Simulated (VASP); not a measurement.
# Hf4Pt (P6/mmm) in VASP: notebook, part 2 of 2

VASP 6.6.1. Earlier steps stand in the parts before.

## (4) Relaxation of cell and atoms, PBE

Contents of INCAR:

```
PREC = Accurate ; ENCUT = 600
EDIFF = 1E-7 ; ISMEAR = 0
SIGMA = 0.1 ; LREAL = False
LASPH = True ; NELM = 60
ALGO = Fast ; ISIF = 3
LWAVE = False ; LCHARG = False
GGA = PE ; IBRION = 2
NSW = 90 ; EDIFFG = -0.04
```

Contents of KPOINTS:

```
Automatic mesh
0
Gamma
  6 6 4
```

Contents of POSCAR:

```
Hf4Pt
1.0
    4.8359816900      0.0000000000      0.0000000000
   -2.4179908500      4.1880830000      0.0000000000
    0.0000000000      0.0000000000      5.5999032700
Hf Pt
4 1
Direct
    0.3333333300      0.6666666700      0.7592441900
    0.3333333300      0.6666666700      0.2407558100
    0.6666666700      0.3333333300      0.2407558100
    0.6666666700      0.3333333300      0.7592441900
    0.0000000000      0.0000000000      0.0000000000
```

On the command line:

```console
cat potpaw_PBE.64/Hf_pv/POTCAR potpaw_PBE.64/Pt/POTCAR > POTCAR
mpirun -np 1 vasp_std > vasp.out
```

Wall time 12 min (1 thread of Oxide Virtual Turin-like, shared host); peak memory 0.28 GiB.

It converged, with:

* Free energy: -42.6315 eV
* Relaxed volume: 22.63 Å³/atom
* Relaxed cell: a = 4.842 Å, b = 4.842 Å, c = 5.573 Å, α = 90.00°, β = 90.00°, γ = 120.00°
* Space group after relaxing (to 0.1 Å): P6/mmm (No. 191)
* Energy gained by relaxing: 6.9 meV/atom
* Ionic steps: 5
* Pressure after relaxing: 0.0 GPa
* Largest force after relaxing: 0.003 eV/Å
* Band gap on the k mesh: zero (bands 25 and 26 overlap by 1.16 eV)

Forces on the atoms (eV/Å):
```
Hf   0.000  0.000  0.003
Hf   0.000  0.000 -0.003
Hf   0.000  0.000 -0.003
Hf   0.000  0.000  0.003
Pt   0.000  0.000  0.000
```

Stress tensor (GPa, compression positive):
```
-0.04  0.00  0.00
 0.00 -0.04  0.00
 0.00  0.00  0.05
```

The path:
```
step  energy change (eV)  largest force (eV/Å)  pressure (GPa)  volume (Å³)
   1              0.0000                0.6177            0.19       113.42
   2             -0.0327                0.0789           -0.60       113.86
   3             -0.0334                0.0081           -0.52       113.80
   4             -0.0337                0.0130            0.43       112.64
   5             -0.0345                0.0031           -0.01       113.16
```

Final structure:
```
Hf Pt
1.0
     4.84217    0.00000    0.00000
    -2.42108    4.19344    0.00000
     0.00000    0.00000    5.57313
Hf Pt
4 1
Cartesian
  0.0000 2.7956 4.2044
  0.0000 2.7956 1.3687
  2.4211 1.3978 1.3687
  2.4211 1.3978 4.2044
  0.0000 0.0000 0.0000
```

Levels at points of the mesh, in eV from the Fermi level:
| k point | band 23 | band 24 | band 25 | band 26 | band 27 | band 28 |
| --- | --- | --- | --- | --- | --- | --- |
| (0.00, 0.00, 0.00) | -0.77 | -0.62 | -0.62 | 0.73 | 0.86 | 0.86 |
| (0.50, 0.00, 0.00) | -0.71 | -0.42 | -0.42 | -0.40 | 0.05 | 0.97 |
| (0.00, 0.00, 0.50) | -0.19 | 0.20 | 0.75 | 0.75 | 0.80 | 1.54 |
| (0.50, 0.00, 0.50) | -1.22 | -0.52 | -0.27 | 0.23 | 0.58 | 0.78 |

Caveat: spin-orbit coupling is left out, which moves the levels of the heavy elements.

## (5) Single point, PBE

This run uses another cell than the first one, of 22.77 Å³/atom.

Contents of INCAR:

```
PREC     = Accurate       # precision mode
ENCUT    = 520            # plane-wave cutoff, eV
EDIFF    = 1E-6           # SCF threshold, eV
ISMEAR   = 0              # smearing method
SIGMA    = 0.1            # smearing width, eV
LREAL    = False          # projectors in reciprocal space
LASPH    = True           # aspherical terms in the spheres
NELM     = 60             # most SCF steps
ALGO     = Fast           # electronic algorithm
ISIF     = 2              # what is computed and relaxed
LWAVE    = False          # write WAVECAR
LCHARG   = False          # write CHGCAR
GGA      = PE             # functional
NBANDS   = 33             # bands
```

Contents of KPOINTS:

```
regular mesh
0
Gamma
  12 12 8
```

Contents of POSCAR:

```
Hf4Pt
1.0
    4.8531784203      0.0000000000      0.0000000000
   -2.4265892101      4.2029758011      0.0000000000
    0.0000000000      0.0000000000      5.5821161774
Hf Pt
4 1
Direct
    0.3333333333      0.6666666667      0.7542431500
    0.3333333333      0.6666666667      0.2457568500
    0.6666666667      0.3333333333      0.2457568500
    0.6666666667      0.3333333333      0.7542431500
    0.0000000000      0.0000000000      0.0000000000
```

Potentials or basis: VASP PAW PBE potentials, release 64 (Hf_pv, Pt).

On the command line:

```console
cat potpaw_PBE.64/Hf_pv/POTCAR potpaw_PBE.64/Pt/POTCAR > POTCAR
mpirun -np 1 vasp_std > vasp.out
```

OUTCAR:

```text
PREC = Accurate
   ENCUT = 520
   EDIFF = 1E-6
   ISMEAR = 0
   LREAL = False
   LASPH = True
   NELM = 60
   ISIF = 2
   GGA = PE

 ion  position               nearest neighbor table
   1  0.333  0.667  0.754-   2 2.74   4 2.80   4 2.80   4 2.80   2 2.84   5 3.12   5 3.12   5 3.12

   2  0.333  0.667  0.246-   1 2.74   3 2.80   3 2.80   3 2.80   1 2.84   5 3.12   5 3.12   5 3.12

   3  0.667  0.333  0.246-   4 2.74   2 2.80   2 2.80   2 2.80   4 2.84   5 3.12   5 3.12   5 3.12

   4  0.667  0.333  0.754-   3 2.74   1 2.80   1 2.80   1 2.80   3 2.84   5 3.12   5 3.12   5 3.12
[... 1073 lines left out ...]
  -------------------------------------------------------------------------------------
  Total       -0.4012453     -0.4012453     -0.3903633     -0.0000000     -0.0000000      0.0000000
  in kB       -5.6459700     -5.6459700     -5.4928477     -0.0000000     -0.0000000      0.0000000
  external PRESSURE =      -5.5949292 kB  Pullay stress =       0.0000000 kB

 VOLUME and BASIS-vectors are now :
 -----------------------------------------------------------------------------
  energy-cutoff  :      520.00
  volume of cell :      113.86
      direct lattice vectors                 reciprocal lattice vectors
     4.853178420  0.000000000  0.000000000     0.206050533  0.118963331  0.000000000
    -2.426589210  4.202975801  0.000000000     0.000000000  0.237926661  0.000000000
     0.000000000  0.000000000  5.582116177     0.000000000  0.000000000  0.179143531

 POSITION                                       TOTAL-FORCE (eV/Angst)
 -----------------------------------------------------------------------------------
     -0.00000      2.80198      4.21027         0.000000      0.000000      0.029494
     -0.00000      2.80198      1.37184        -0.000000      0.000000     -0.029494
      2.42659      1.40099      1.37184        -0.000000     -0.000000     -0.029494
      2.42659      1.40099      4.21027         0.000000     -0.000000      0.029494
      0.00000      0.00000      0.00000         0.000000      0.000000      0.000000
 -----------------------------------------------------------------------------------
    total drift:                                0.000000      0.000000      0.000000

  FREE ENERGIE OF THE ION-ELECTRON SYSTEM (eV)
  ---------------------------------------------------
  free  energy   TOTEN  =       -42.6179256324 eV

  energy  without entropy=      -42.5903521732  energy(sigma->0) =      -42.60413890
```

stdout:

```text
POSCAR found type information on POSCAR HfPt
 POSCAR found :  2 types and       5 ions
 scaLAPACK will be used
 LDA part: xc-table for (Slater+PW92), standard interpolation
 POSCAR, INCAR and KPOINTS ok, starting setup
 FFT: planning ... GRIDC
 FFT: planning ... GRID_SOFT
 FFT: planning ... GRID
 WAVECAR not read
 entering main loop
WARNING in EDDRMM: call to ZHEGV failed, returncode =   8  4     33
```

It took 9.1 min on 1 thread of Oxide Virtual Turin-like, shared host; peak memory 0.41 GiB.

Results:

| Property | Result |
| --- | --- |
| Free energy | -42.6179 eV |
| Pressure | -0.6 GPa |
| Largest force | 0.029 eV/Å |
| Band gap on the k mesh | zero (bands 25 and 26 overlap by 1.19 eV) |

Forces on the atoms (eV/Å):
```
Hf   0.000  0.000  0.029
Hf   0.000  0.000 -0.029
Hf   0.000  0.000 -0.029
Hf   0.000  0.000  0.029
Pt   0.000  0.000  0.000
```

Caveat: spin-orbit coupling is left out, which moves the levels of the heavy elements.

## (6) The runs side by side

| task | cell | k mesh | cutoff (eV) | gap on the mesh (eV) | pressure (GPa) | largest force (eV/Å) |
| --- | --- | --- | --- | --- | --- | --- |
| single point | a = 4.836, b = 4.836, c = 5.600 Å, angles 90.0, 90.0, 120.0°, 5 atoms, atomic positions A | 6 × 6 × 4 | 520 | none | 0.2 | 0.62 |
| single point | a = 4.851, b = 4.851, c = 5.584 Å, angles 90.0, 90.0, 120.0°, 5 atoms, atomic positions B | 6 × 6 × 4 | 520 | none | -0.6 | 0.03 |
| relaxation of cell and atoms | relaxed from a = 4.836, b = 4.836, c = 5.600 Å, angles 90.0, 90.0, 120.0°, 5 atoms, atomic positions A | 6 × 6 × 4 | 600 | none | 0.0 | - |
| single point | a = 4.853, b = 4.853, c = 5.582 Å, angles 90.0, 90.0, 120.0°, 5 atoms, atomic positions B | 12 × 12 × 8 | 520 | none | -0.6 | 0.03 |

Alike in all rows: level PBE; potentials or basis VASP PAW PBE potentials, release 64 (Hf_pv, Pt); no spin polarisation; smearing gaussian 0.1 eV.

Caveats: spin-orbit coupling is left out, which moves the levels of the heavy elements.

Absolute energies hang on the potentials; compare differences alone.
